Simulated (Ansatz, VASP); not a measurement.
## YRhC4N4: VASP beside Ansatz

```
Y Rh C N
1.0
     6.10086    0.00000    0.00000
     0.00000    6.10086    0.00000
     0.00000    0.00000    6.10086
Y Rh C N
1 1 4 4
Direct
  0.00000 0.00000 0.00000
  0.50000 0.50000 0.50000
  0.19930 0.19930 0.19930
  0.19930 0.80070 0.80070
  0.80070 0.19930 0.80070
  0.80070 0.80070 0.19930
  0.31002 0.31002 0.31002
  0.31002 0.68998 0.68998
  0.68998 0.31002 0.68998
  0.68998 0.68998 0.31002
```

Alike in both runs: task single point; functional PBE; k mesh 4 × 4 × 4; occupations gaussian, width 0.1 eV; collinear spin.

|  | VASP | Ansatz |
| --- | --- | --- |
| version | VASP 6.6.1 | Ansatz 0.2.0 |
| potentials or method | VASP PAW PBE potentials, release 64 (Y_sv, Rh_pv, C, N), cutoff 520 eV | scalar-relativistic, plane waves, PAW |
| valence electrons in the cell | 62 | 64 |

|  | VASP | Ansatz | Ansatz less VASP |
| --- | --- | --- | --- |
| gap on the k mesh at the Fermi level (eV) | none | none | - |
| pressure (GPa) | 10.1 | 9.9 | -0.18 |
| rms of the force components (eV/Å) | 1.100 | 1.211 | +0.1111 |
| net moment per atom (μB) | 0.20 | 0.20 | 0.000 |
| size of the moment on the site where the two differ most (μB) | 1.45 | 1.14 | -0.313 |

Site moments also hang on the region over which each program counts them. Atom by atom the forces differ by 0.204 eV/Å (rms over components). A gap of «none» marks a metal or a gap that the smearing closes. With one functional, cell and mesh, what is left measures potentials, basis and numerics. VASP's potentials hold 62 valence electrons a cell and Ansatz's 64, so a difference there can come from the potentials and not from the codes.

Noted on VASP's run: the standard files for N, O and F lose accuracy on very short bonds.
